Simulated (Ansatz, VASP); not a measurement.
**One calculation of NbSi2, two programs**

```
Nb Si
1.0
     4.76892    0.00000    0.00000
    -2.38446    4.13001    0.00000
     0.00000    0.00000    6.57356
Nb Si
3 6
Direct
  0.50000 0.00000 0.50000
  0.50000 0.50000 0.83333
  0.00000 0.50000 0.16667
  0.15961 0.31921 0.50000
  0.84039 0.15961 0.83333
  0.68079 0.84039 0.16667
  0.84039 0.68079 0.50000
  0.15961 0.84039 0.83333
  0.31921 0.15961 0.16667
```

Alike in both runs: functional PBEsol; k mesh 9 × 9 × 6; occupations gaussian, width 0.1 eV; no spin polarisation.

Ansatz relaxed the structure, and its values are those at the end. VASP's run is a single point on that final structure, the one shown.

|  | VASP | Ansatz |
| --- | --- | --- |
| version | VASP 6.6.1 | Ansatz 0.2.0 |
| potentials or method | VASP PAW PBE potentials, release 64 (Nb_sv, Si), cutoff 520 eV | scalar-relativistic, plane waves, PAW |
| valence electrons in the cell | 63 | 63 |

Ansatz gave:

* gap on the k mesh at the Fermi level (eV): none
* pressure (GPa): 0.0

**Question.** What did VASP give for the same quantities?

**Answer.** gap on the k mesh at the Fermi level (eV): none; pressure (GPa): -0.1.

VASP's potentials were made for PBE, not for PBEsol. A gap of «none» marks a metal or a gap that the smearing closes. The functional is the same, so the differences come from potentials, cutoffs and numerics.
